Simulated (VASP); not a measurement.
# H (P2_12_12_1) in VASP: a series of runs

H is run at these levels: PBE; tasks: single point.

Everything below comes from runs of VASP 6.6.1. Logs are shortened: lines on timing, memory, paths and dates and some standing lists are left out, and cuts for length are marked.

### 1 The cell of the first run

Symmetry: P2_12_12_1, No. 19, orthorhombic system. Conventional cell: a = 6.722 Å, b = 6.787 Å, c = 6.903 Å, α = 90.00°, β = 90.00°, γ = 90.00°. H (site symmetry 1) has 1 H at 0.75 Å within 1.0 Å. Within 1.0 Å of H (site symmetry 1) lie 1 H at 0.75 Å.

### 2 Single point, PBE

The input, INCAR:

```
PREC     = Accurate       # precision mode
ENCUT    = 520            # plane-wave cutoff, eV
EDIFF    = 1E-6           # SCF threshold, eV
ISMEAR   = 0              # smearing method
SIGMA    = 0.02           # smearing width, eV
LREAL    = False          # projectors in reciprocal space
LASPH    = True           # aspherical terms in the spheres
NELM     = 100            # most SCF steps
ALGO     = Normal         # electronic algorithm
ISIF     = 2              # what is computed and relaxed
LWAVE    = False          # write WAVECAR
LCHARG   = True           # write CHGCAR
GGA      = PE             # functional
LELF     = True           # ELF
LVHAR    = True         
NBANDS   = 14             # bands
```

The input, KPOINTS:

```
regular mesh
0
Gamma
  4 4 4
```

The input, POSCAR:

```
H
1.0
    6.7871350256      0.0000000000      0.0000000000
    0.0000000000      6.7223997370      0.0000000000
    0.0000000000      0.0000000000      6.9033646210
H
8
Direct
    0.4290385252      0.6970271869      0.5940938301
    0.9290385252      0.8029728131      0.4059061699
    0.5709614748      0.1970271869      0.9059061699
    0.0709614748      0.3029728131      0.0940938301
    0.5771928453      0.1156029906      0.8316902490
    0.0771928453      0.3843970094      0.1683097510
    0.4228071547      0.6156029906      0.6683097510
    0.9228071547      0.8843970094      0.3316902490
```

Potentials or basis: VASP PAW PBE potentials, release 64 (H).

Started as:

```
cat potpaw_PBE.64/H/POTCAR > POTCAR
mpirun -np 1 vasp_std > vasp.out
```

OUTCAR:

```text
PREC = Accurate
   ENCUT = 520
   EDIFF = 1E-6
   ISMEAR = 0
   LREAL = False
   LASPH = True
   NELM = 100
   ISIF = 2
   GGA = PE

 ion  position               nearest neighbor table
   1  0.429  0.697  0.594-   7 0.75
   2  0.929  0.803  0.406-   8 0.75
   3  0.571  0.197  0.906-   5 0.75
   4  0.071  0.303  0.094-   6 0.75
   5  0.577  0.116  0.832-   3 0.75
   6  0.077  0.384  0.168-   4 0.75
   7  0.423  0.616  0.668-   1 0.75
   8  0.923  0.884  0.332-   2 0.75

  LATTYP: Found a simple orthorhombic cell.
 ALAT       =     6.7223997370
 B/A-ratio  =     1.0096297886
 C/A-ratio  =     1.0269196851

  Lattice vectors:

 A1 = (   0.0000000000,  -6.7223997370,   0.0000000000)
 A2 = (   6.7871350256,   0.0000000000,   0.0000000000)
 A3 = (   0.0000000000,   0.0000000000,   6.9033646210)

Analysis of symmetry for initial positions (statically):
=====================================================================
 Subroutine PRICEL returns:
 Original cell was already a primitive cell.

 Routine SETGRP: Setting up the symmetry group for a
 simple orthorhombic supercell.

 Subroutine GETGRP returns: Found  4 space group operations
 (whereof  1 operations were pure point group operations)
 out of a pool of  8 trial point group operations.

The static configuration has the point symmetry C_1 .
 The point group associated with its full space group is D_2 .

Analysis of symmetry for dynamics (positions and initial velocities):
=====================================================================
 Subroutine PRICEL returns:
 Original cell was already a primitive cell.

 Routine SETGRP: Setting up the symmetry group for a
 simple orthorhombic supercell.

 Subroutine GETGRP returns: Found  4 space group operations
 (whereof  1 operations were pure point group operations)
 out of a pool of  8 trial point group operations.

The dynamic configuration has the point symmetry C_1 .
 The point group associated with its full space group is D_2 .

 Subroutine INISYM returns: Found  4 space group operations
 (whereof  1 operations are pure point group operations),
 and found     1 'primitive' translations

----------------------------------------------------------------------------------------

                                     Primitive cell

  volume of cell :     314.9718

  direct lattice vectors                    reciprocal lattice vectors
     6.787135026  0.000000000  0.000000000     0.147337573  0.000000000  0.000000000
     0.000000000  6.722399737  0.000000000     0.000000000  0.148756402  0.000000000
     0.000000000  0.000000000  6.903364621     0.000000000  0.000000000  0.144856900

  length of vectors
     6.787135026  6.722399737  6.903364621     0.147337573  0.148756402  0.144856900

  position of ions in fractional coordinates (direct lattice)
     0.429038525  0.697027187  0.594093830
     0.929038525  0.802972813  0.405906170
     0.570961475  0.197027187  0.905906170
     0.070961475  0.302972813  0.094093830
     0.577192845  0.115602991  0.831690249
     0.077192845  0.384397009  0.168309751
     0.422807155  0.615602991  0.668309751
     0.922807155  0.884397009  0.331690249

  ion indices of the primitive-cell ions
   primitive index   ion index
                 1           1
                 2           2
                 3           3
                 4           4
                 5           5
                 6           6
                 7           7
                 8           8

----------------------------------------------------------------------------------------

 KPOINTS: regular mesh

Automatic generation of k-mesh.
 Grid dimensions read from file:
 generate k-points for:    4    4    4

 Generating k-lattice:

  Cartesian coordinates                     Fractional coordinates (reciprocal lattice)
     0.036834393  0.000000000  0.000000000     0.250000000  0.000000000  0.000000000
     0.000000000  0.037189101  0.000000000     0.000000000  0.250000000  0.000000000
     0.000000000  0.000000000  0.036214225     0.000000000  0.000000000  0.250000000

  Length of vectors
     0.036834393  0.037189101  0.036214225

  Shift w.r.t. Gamma in fractional coordinates (k-lattice)
     0.000000000  0.000000000  0.000000000

 Subroutine IBZKPT returns following result:
 ===========================================

 Found     27 irreducible k-points:

 Following reciprocal coordinates:
            Coordinates               Weight
  0.000000  0.000000  0.000000      1.000000
  0.250000  0.000000  0.000000      2.000000
  0.500000  0.000000  0.000000      1.000000
  0.000000  0.250000  0.000000      2.000000
  0.250000  0.250000  0.000000      4.000000
  0.500000  0.250000  0.000000      2.000000
[... 16 lines left out ...]
  0.250000  0.250000  0.500000      4.000000
  0.500000  0.250000  0.500000      2.000000
 [... further k-points ...]
   k-points           NKPTS =     27   k-points in BZ     NKDIM =     27   number of bands    NBANDS=     14
   number of dos      NEDOS =    301   number of ions     NIONS =      8
   total plane-waves  NPLWV = 135000
   dimension x,y,z NGX =    50 NGY =   50 NGZ =   54
   dimension x,y,z NGXF=   100 NGYF=  100 NGZF=  108
   ions per type =               8
   NGX,Y,Z   is equivalent  to a cutoff of  12.25, 12.37, 13.00 a.u.
   NGXF,Y,Z  is equivalent  to a cutoff of  24.49, 24.73, 26.01 a.u.
 SYSTEM =  unknown system
   PREC   = accura    normal or accurate (medium, high low for compatibility)
   ISTART =      0    job   : 0-new  1-cont  2-samecut
   ICHARG =      2    charge: 1-file 2-atom 10-const
   ISPIN  =      1    spin polarized calculation?
   LNONCOLLINEAR =      F non collinear calculations
   LSORBIT =      F    spin-orbit coupling
   LASPH  =      T    aspherical Exc in radial PAW
   ENCUT  =  520.0 eV  38.22 Ry    6.18 a.u.  12.62 12.50 12.84*2*pi/ulx,y,z
   NELM   =    100;   NELMIN=  2; NELMDL= -5     # of ELM steps
   EDIFF  = 0.1E-05   stopping-criterion for ELM
   LREAL  =      F    real-space projection
   EDIFFG = 0.1E-04   stopping-criterion for IOM
   NSW    =      0    number of steps for IOM
   IBRION =     -1    ionic relax: 0-MD 1-quasi-New 2-CG
   NFREE  =      0    steps in history (QN), initial steepest desc. (CG)
   ISIF   =      2    stress and relaxation
   ISYM   =      2    0-nonsym 1-usesym 2-fastsym
   POTIM  = 0.5000    time-step for ionic-motion
   TEBEG  =    0.0;   TEEND  =   0.0 temperature during run
   PSTRESS=    0.0 pullay stress
   NELECT =       8.0000    total number of electrons
   NUPDOWN=      -1.0000    fix difference up-down
   EMIN   =  10.00;   EMAX   =-10.00  energy-range for DOS
   EFERMI =   0.00;   METHOD = LEGACY
   ISMEAR =     0;   SIGMA  =   0.02  broadening in eV -4-tet -1-fermi 0-gaus
   EFERMI_NEDOS =   21; number of points for ismear=-14 and -15
   IALGO  =     38    algorithm
   IMIX   =      4    mixing-type and parameters
     AMIX     =   0.40;   BMIX     =  1.00
     AMIX_MAG =   1.60;   BMIX_MAG =  1.00
  volume/ion in A,a.u.               =      39.37       265.69
  Fermi-wavevector in a.u.,A,eV,Ry     =   0.481224  0.909382  3.150795  0.231577
  Thomas-Fermi vector in A             =   1.479203
   LORBIT       =      0    0 simple, 1 ext, 2 COOP (PROOUT), +10 PAW based schemes
   GGA     = PE    functional components
   LHFCALC =     F    Hartree Fock is set to
   AEXX    =    0.0000 exact exchange contribution
   IVDW    =     0    specifies the selected vdW correction
   LEPSILON=     F    determine dielectric tensor
   LRPA    =     F    only Hartree local field effects (RPA)
 non-spin polarized calculation
 Gauss-broadening in eV      SIGMA  =   0.02
  energy-cutoff  :      520.00
  volume of cell :      314.97
 maximum number of plane-waves:      8508
   NGX = 25   NGY = 25   NGZ = 25

 number of electron       8.0000003 magnetization

 Free energy of the ion-electron system (eV)
  ---------------------------------------------------
  ext. energy  EPLUGINS =         0.00000000
  ---------------------------------------------------
  free energy    TOTEN  =       -27.11787256 eV

  energy without entropy =      -27.11787256  energy(sigma->0) =      -27.11787256

 E-fermi :  -9.6987     XC(G=0):  -2.8649

 val. band max:       -9.8076281884   @ k =   0.0000   0.0000   0.0000
 cond. band min:      -0.2131066456   @ k =   0.5000   0.0000   0.5000
 fundamental gap:      9.5945215428
 Fermi energy:        -9.6987152930

 k-point     1 :       0.0000    0.0000    0.0000
  band No.  band energies     occupation
      1     -10.1397      2.00000
      2      -9.9568      2.00000
      3      -9.8955      2.00000
      4      -9.8076      2.00000
      5       0.0400      0.00000
      6       0.5533      0.00000
      7       0.6054      0.00000
      8       1.0913      0.00000
      9       1.1166      0.00000
     10       1.5028      0.00000
     11       2.1461      0.00000
     12       2.1622      0.00000
     13       3.1909      0.00000
     14       3.5971      0.00000

 k-point     2 :       0.2500    0.0000    0.0000
  band No.  band energies     occupation
      1     -10.1141      2.00000
      2      -9.9850      2.00000
      3      -9.8818      2.00000
      4      -9.8192      2.00000
      5       0.0637      0.00000
      6       0.5004      0.00000
      7       0.5676      0.00000
      8       0.5991      0.00000
      9       1.5285      0.00000
     10       1.6217      0.00000
[... 362 lines left out ...]
 k-point    24 :       0.5000    0.2500    0.5000
  band No.  band energies     occupation
      1     -10.0171      2.00000
      2     -10.0171      2.00000
      3      -9.8820      2.00000
      4      -9.8820      2.00000
      5      -0.1426      0.00000
      6      -0.1426      0.00000
      7       0.7269      0.00000
      8       0.7269      0.00000
      9       1.4874      0.00000
     10       1.4874      0.00000
     11       2.2080      0.00000
     12       2.2080      0.00000
     13       3.6308      0.00000
     14       3.6308      0.00000

 [... further k-points ...]

------------------------ aborting loop because EDIFF is reached ----------------------------------------

  FORCE on cell =-STRESS in cart. coord.  units (eV):
  Direction    XX          YY          ZZ          XY          YZ          ZX
  --------------------------------------------------------------------------------------
  -------------------------------------------------------------------------------------
  Total       -0.1685999     -0.2180508     -0.1840566      0.0000000      0.0000000      0.0000000
  in kB       -0.8576226     -1.1091663     -0.9362468      0.0000000      0.0000000      0.0000000
  external PRESSURE =      -0.9676786 kB  Pullay stress =       0.0000000 kB

 VOLUME and BASIS-vectors are now :
 -----------------------------------------------------------------------------
  energy-cutoff  :      520.00
  volume of cell :      314.97
      direct lattice vectors                 reciprocal lattice vectors
     6.787135026  0.000000000  0.000000000     0.147337573  0.000000000  0.000000000
     0.000000000  6.722399737  0.000000000     0.000000000  0.148756402  0.000000000
     0.000000000  0.000000000  6.903364621     0.000000000  0.000000000  0.144856900

 POSITION                                       TOTAL-FORCE (eV/Angst)
 -----------------------------------------------------------------------------------
      2.91194      4.68570      4.10125        -0.001510     -0.013604      0.012704
      6.30551      5.39790      2.80212        -0.001510      0.013604     -0.012704
      3.87519      1.32450      6.25380         0.001510     -0.013604     -0.012704
      0.48163      2.03670      0.64956         0.001510      0.013604      0.012704
      3.91749      0.77713      5.74146        -0.002522      0.014273      0.013379
      0.52392      2.58407      1.16190        -0.002522     -0.014273     -0.013379
      2.86965      4.13833      4.61359         0.002522      0.014273     -0.013379
      6.26322      5.94527      2.28978         0.002522     -0.014273      0.013379
 -----------------------------------------------------------------------------------
    total drift:                               -0.000000      0.000000      0.000000

  FREE ENERGIE OF THE ION-ELECTRON SYSTEM (eV)
  ---------------------------------------------------
  free  energy   TOTEN  =       -27.1178725625 eV

  energy  without entropy=      -27.1178725625  energy(sigma->0) =      -27.11787256
```

It took 3.1 min on 1 thread of Intel Xeon 8259CL, shared host; peak memory 0.38 GiB.

What came out:

```
Free energy            : -27.1179 eV
Pressure               : -0.1 GPa
Largest force          : 0.020 eV/Å
Band gap on the k mesh : 9.59 eV (least direct gap 9.64 eV)
```

Forces on the atoms (eV/Å):
```
H   -0.002 -0.014  0.013
H   -0.002  0.014 -0.013
H    0.002 -0.014 -0.013
H    0.002  0.014  0.013
H   -0.003  0.014  0.013
H   -0.003 -0.014 -0.013
H    0.003  0.014 -0.013
H    0.003 -0.014  0.013
```

Caveat: this functional lacks dispersion, which holds the molecules together, so the pressure and a relaxed volume are unreliable.

[end of part 1 of 2]
